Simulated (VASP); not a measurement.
# ZrB (Fm-3m) in VASP: notebook

The runs below take ZrB through single point, with r2SCAN, PBE.

Program: VASP 6.6.1. These are calculated values, not measurements. Logs are shortened: lines on timing, memory, paths and dates and some standing lists are left out, and cuts for length are marked.

### 1 The cell of the first run

Symmetry: Fm-3m, No. 225, cubic system. Conventional cell: a = 4.741 Å, b = 4.741 Å, c = 4.741 Å, α = 90.00°, β = 90.00°, γ = 90.00°. Zr (site symmetry m-3m) has 6 B at 2.37 Å within 3.1 Å. Within 3.1 Å of B (site symmetry m-3m) lie 6 Zr at 2.37 Å.

### 2 Single point, r2SCAN

File POSCAR:

```
ZrB
1.0
    0.0000000000      2.3705998121      2.3705998121
    2.3705998121      0.0000000000      2.3705998121
    2.3705998121      2.3705998121      0.0000000000
Zr B
1 1
Direct
    0.0000000000      0.0000000000      0.0000000000
    0.5000000000      0.5000000000      0.5000000000
```

File INCAR.step1:

```
PREC = Accurate
ENCUT = 520
ISMEAR = -1
SIGMA = 0.05
LREAL = F
LASPH = T
NELM = 60
NBANDS = 14
GGA = PE
ALGO = Normal
EDIFF = 1E-4
LWAVE = T
LCHARG = F
```

File INCAR.step2:

```
PREC = Accurate
ENCUT = 520
EDIFF = 1E-7
ISMEAR = -1
SIGMA = 0.05
LREAL = F
LASPH = T
NELM = 60
ALGO = Normal
ISIF = 2
LWAVE = F
LCHARG = F
METAGGA = R2SCAN
LMIXTAU = T
NBANDS = 14
ISTART = 1
```

File KPOINTS:

```
regular mesh
0
Gamma
  10 10 10
```

Potentials or basis: VASP PAW PBE potentials, release 64 (Zr_sv, B).

On the command line:

```
$ cat potpaw_PBE.64/Zr_sv/POTCAR potpaw_PBE.64/B/POTCAR > POTCAR
$ cp INCAR.step1 INCAR
$ mpirun -np 1 vasp_std > vasp.out
$ cp INCAR.step2 INCAR
$ mpirun -np 1 vasp_std > vasp.out
```

OUTCAR:

```text
PREC = Accurate
   ENCUT = 520
   EDIFF = 1E-7
   ISMEAR = -1
   LREAL = F
   LASPH = T
   NELM = 60
   ISIF = 2
   METAGGA = R2SCAN
   ISTART = 1

 ion  position               nearest neighbor table
   1  0.000  0.000  0.000-   2 2.37   2 2.37   2 2.37   2 2.37   2 2.37   2 2.37
   2  0.500  0.500  0.500-   1 2.37   1 2.37   1 2.37   1 2.37   1 2.37   1 2.37

  LATTYP: Found a face centered cubic cell.
 ALAT       =     4.7411996242

  Lattice vectors:

 A1 = (   0.0000000000,   2.3705998121,   2.3705998121)
 A2 = (   2.3705998121,   0.0000000000,   2.3705998121)
 A3 = (   2.3705998121,   2.3705998121,   0.0000000000)

Analysis of symmetry for initial positions (statically):
=====================================================================
 Subroutine PRICEL returns:
 Original cell was already a primitive cell.

 Routine SETGRP: Setting up the symmetry group for a
 face centered cubic supercell.

 Subroutine GETGRP returns: Found 48 space group operations
 (whereof 48 operations were pure point group operations)
 out of a pool of 48 trial point group operations.

The static configuration has the point symmetry O_h .

Analysis of symmetry for dynamics (positions and initial velocities):
=====================================================================
 Subroutine PRICEL returns:
 Original cell was already a primitive cell.

 Routine SETGRP: Setting up the symmetry group for a
 face centered cubic supercell.

 Subroutine GETGRP returns: Found 48 space group operations
 (whereof 48 operations were pure point group operations)
 out of a pool of 48 trial point group operations.

The dynamic configuration has the point symmetry O_h .

 Subroutine INISYM returns: Found 48 space group operations
 (whereof 48 operations are pure point group operations),
 and found     1 'primitive' translations

----------------------------------------------------------------------------------------

                                     Primitive cell

  volume of cell :      26.6443

  direct lattice vectors                    reciprocal lattice vectors
     0.000000000  2.370599812  2.370599812    -0.210917084  0.210917084  0.210917084
     2.370599812  0.000000000  2.370599812     0.210917084 -0.210917084  0.210917084
     2.370599812  2.370599812  0.000000000     0.210917084  0.210917084 -0.210917084

  length of vectors
     3.352534405  3.352534405  3.352534405     0.365319106  0.365319106  0.365319106

  position of ions in fractional coordinates (direct lattice)
     0.000000000  0.000000000  0.000000000
     0.500000000  0.500000000  0.500000000

  ion indices of the primitive-cell ions
   primitive index   ion index
                 1           1
                 2           2

----------------------------------------------------------------------------------------

 KPOINTS: regular mesh

Automatic generation of k-mesh.
 Grid dimensions read from file:
 generate k-points for:   10   10   10

 Generating k-lattice:

  Cartesian coordinates                     Fractional coordinates (reciprocal lattice)
    -0.021091708  0.021091708  0.021091708     0.100000000  0.000000000  0.000000000
     0.021091708 -0.021091708  0.021091708     0.000000000  0.100000000  0.000000000
     0.021091708  0.021091708 -0.021091708     0.000000000  0.000000000  0.100000000

  Length of vectors
     0.036531911  0.036531911  0.036531911

  Shift w.r.t. Gamma in fractional coordinates (k-lattice)
     0.000000000  0.000000000  0.000000000

 Subroutine IBZKPT returns following result:
 ===========================================

 Found     47 irreducible k-points:

 Following reciprocal coordinates:
            Coordinates               Weight
  0.000000  0.000000  0.000000      1.000000
  0.100000  0.000000  0.000000      8.000000
  0.200000  0.000000  0.000000      8.000000
  0.300000  0.000000  0.000000      8.000000
  0.400000  0.000000  0.000000      8.000000
  0.500000  0.000000  0.000000      4.000000
[... 16 lines left out ...]
  0.300000  0.300000  0.000000      6.000000
  0.400000  0.300000  0.000000     24.000000
 [... further k-points ...]
   k-points           NKPTS =     47   k-points in BZ     NKDIM =     47   number of bands    NBANDS=     14
   number of dos      NEDOS =    301   number of ions     NIONS =      2
   total plane-waves  NPLWV =  21952
   dimension x,y,z NGX =    28 NGY =   28 NGZ =   28
   dimension x,y,z NGXF=    56 NGYF=   56 NGZF=   56
   ions per type =               1   1
   NGX,Y,Z   is equivalent  to a cutoff of  13.88, 13.88, 13.88 a.u.
   NGXF,Y,Z  is equivalent  to a cutoff of  27.77, 27.77, 27.77 a.u.
 SYSTEM =  unknown system
   PREC   = accura    normal or accurate (medium, high low for compatibility)
   ISTART =      1    job   : 0-new  1-cont  2-samecut
   ICHARG =      0    charge: 1-file 2-atom 10-const
   ISPIN  =      1    spin polarized calculation?
   LNONCOLLINEAR =      F non collinear calculations
   LSORBIT =      F    spin-orbit coupling
   LASPH  =      T    aspherical Exc in radial PAW
   ENCUT  =  520.0 eV  38.22 Ry    6.18 a.u.   6.23  6.23  6.23*2*pi/ulx,y,z
   NELM   =     60;   NELMIN=  2; NELMDL=  0     # of ELM steps
   EDIFF  = 0.1E-06   stopping-criterion for ELM
   LREAL  =      F    real-space projection
   EDIFFG = 0.1E-05   stopping-criterion for IOM
   NSW    =      0    number of steps for IOM
   IBRION =     -1    ionic relax: 0-MD 1-quasi-New 2-CG
   NFREE  =      0    steps in history (QN), initial steepest desc. (CG)
   ISIF   =      2    stress and relaxation
   ISYM   =      2    0-nonsym 1-usesym 2-fastsym
   POTIM  = 0.5000    time-step for ionic-motion
   TEBEG  =    0.0;   TEEND  =   0.0 temperature during run
   PSTRESS=    0.0 pullay stress
   NELECT =      15.0000    total number of electrons
   NUPDOWN=      -1.0000    fix difference up-down
   EMIN   =  10.00;   EMAX   =-10.00  energy-range for DOS
   EFERMI =   0.00;   METHOD = LEGACY
   ISMEAR =    -1;   SIGMA  =   0.05  broadening in eV -4-tet -1-fermi 0-gaus
   EFERMI_NEDOS =   21; number of points for ismear=-14 and -15
   IALGO  =     38    algorithm
   IMIX   =      4    mixing-type and parameters
     AMIX     =   0.40;   BMIX     =  1.00
     AMIX_MAG =   1.60;   BMIX_MAG =  1.00
  volume/ion in A,a.u.               =      13.32        89.90
  Fermi-wavevector in a.u.,A,eV,Ry     =   1.351773  2.554480 24.861782  1.827289
  Thomas-Fermi vector in A             =   2.479167
   LORBIT       =      0    0 simple, 1 ext, 2 COOP (PROOUT), +10 PAW based schemes
   METAGGA = R2SCAN    functional components
   LHFCALC =     F    Hartree Fock is set to
   AEXX    =    0.0000 exact exchange contribution
   IVDW    =     0    specifies the selected vdW correction
   LEPSILON=     F    determine dielectric tensor
   LRPA    =     F    only Hartree local field effects (RPA)
 non-spin polarized calculation
  energy-cutoff  :      520.00
  volume of cell :       26.64
 maximum number of plane-waves:       728
 NGX is ok and might be reduce to    28
   NGX = 13   NGY = 13   NGZ = 13

 number of electron      15.0000000 magnetization

 Free energy of the ion-electron system (eV)
  ---------------------------------------------------
  ext. energy  EPLUGINS =         0.00000000
  ---------------------------------------------------
  free energy    TOTEN  =       -30.79973468 eV

  energy without entropy =      -30.78939224  energy(sigma->0) =      -30.79456346

 E-fermi :   8.4284     XC(G=0): -12.8299

 val. band max:        8.3823878498   @ k =   0.5000   0.3000   0.1000
 cond. band min:       8.4285050033   @ k =  -0.2000   0.1000   0.0000
 fundamental gap:      0.0461171535
 Fermi energy:         8.4283934487

 k-point     1 :       0.0000    0.0000    0.0000
  band No.  band energies     occupation
      1     -40.2434      2.00000
      2     -17.3174      2.00000
      3     -17.3174      2.00000
      4     -17.3174      2.00000
      5      -0.4062      2.00000
      6      10.5432      0.00000
      7      10.5432      0.00000
      8      10.5432      0.00000
      9      12.0834      0.00000
     10      12.0834      0.00000
     11      12.2723      0.00000
     12      12.2723      0.00000
     13      12.2723      0.00000
     14      19.8947      0.00000

 k-point     2 :       0.1000    0.0000    0.0000
  band No.  band energies     occupation
      1     -40.2339      2.00000
      2     -17.4016      2.00000
      3     -17.3250      2.00000
      4     -17.3250      2.00000
      5      -0.1416      2.00000
      6       9.7098      0.00000
      7      10.1358      0.00000
      8      10.1358      0.00000
      9      11.1133      0.00000
     10      11.1133      0.00000
     11      12.6666      0.00000
     12      14.1767      0.00000
     13      14.1767      0.00000
     14      20.5354      0.00000

 k-point     3 :       0.2000    0.0000    0.0000
  band No.  band energies     occupation
      1     -40.2090      2.00000
      2     -17.6165      2.00000
      3     -17.3449      2.00000
      4     -17.3449      2.00000
      5       0.5952      2.00000
      6       8.2590      1.93467
      7       8.8609      0.00035
      8       8.8609      0.00035
      9      11.6662      0.00000
     10      11.6662      0.00000
     11      13.1371      0.00000
     12      16.4154      0.00000
     13      16.4154      0.00000
     14      21.7161      0.00000
[... 324 lines left out ...]
 k-point    23 :       0.3000    0.3000    0.0000
  band No.  band energies     occupation
      1     -40.1560      2.00000
      2     -17.8166      2.00000
      3     -17.5039      2.00000
      4     -17.5039      2.00000
      5       1.5883      2.00000
      6       6.4907      2.00000
      7       8.2983      1.86200
      8      10.1303      0.00000
      9      10.1303      0.00000
     10      13.1018      0.00000
     11      15.5731      0.00000
     12      15.5731      0.00000
     13      19.2088      0.00000
     14      24.1152      0.00000

 k-point    24 :       0.4000    0.3000    0.0000
  band No.  band energies     occupation
      1     -40.1359      2.00000
      2     -17.9217      2.00000
      3     -17.5591      2.00000
      4     -17.5333      2.00000
      5       1.8488      2.00000
      6       6.5842      2.00000
      7       7.7967      1.99999
      8       9.7513      0.00000
      9      10.5952      0.00000
     10      13.9610      0.00000
     11      15.6396      0.00000
     12      15.8702      0.00000
     13      19.8104      0.00000
     14      22.6585      0.00000

 [... further k-points ...]
[... 5 lines left out ...]
  --------------------------------------------------------------------------------------
  -------------------------------------------------------------------------------------
  Total        3.5205770      3.5205770      3.5205770     -0.0000000      0.0000000     -0.0000000
  in kB      211.6994370    211.6994370    211.6994370     -0.0000000      0.0000000     -0.0000000
  external PRESSURE =     211.6994370 kB  Pullay stress =       0.0000000 kB

 VOLUME and BASIS-vectors are now :
 -----------------------------------------------------------------------------
  energy-cutoff  :      520.00
  volume of cell :       26.64
      direct lattice vectors                 reciprocal lattice vectors
     0.000000000  2.370599812  2.370599812    -0.210917084  0.210917084  0.210917084
     2.370599812  0.000000000  2.370599812     0.210917084 -0.210917084  0.210917084
     2.370599812  2.370599812  0.000000000     0.210917084  0.210917084 -0.210917084

 POSITION                                       TOTAL-FORCE (eV/Angst)
 -----------------------------------------------------------------------------------
      0.00000      0.00000      0.00000         0.000000      0.000000     -0.000000
      2.37060      2.37060      2.37060        -0.000000     -0.000000      0.000000
 -----------------------------------------------------------------------------------
    total drift:                               -0.000000      0.000000      0.000000

  FREE ENERGIE OF THE ION-ELECTRON SYSTEM (eV)
  ---------------------------------------------------
  free  energy   TOTEN  =       -30.7997346847 eV

  energy  without entropy=      -30.7893922405  energy(sigma->0) =      -30.79456346
```

Wall time 3.2 min (1 thread of AMD EPYC 7R13, shared host); peak memory 0.14 GiB.

Results:

```yaml
Free_energy: -30.7997 eV
Pressure: 21.2 GPa
```

Caveat: the PAW data sets were made with another functional, which shifts forces and pressure a little.

(Continued in part 2 of 2.)
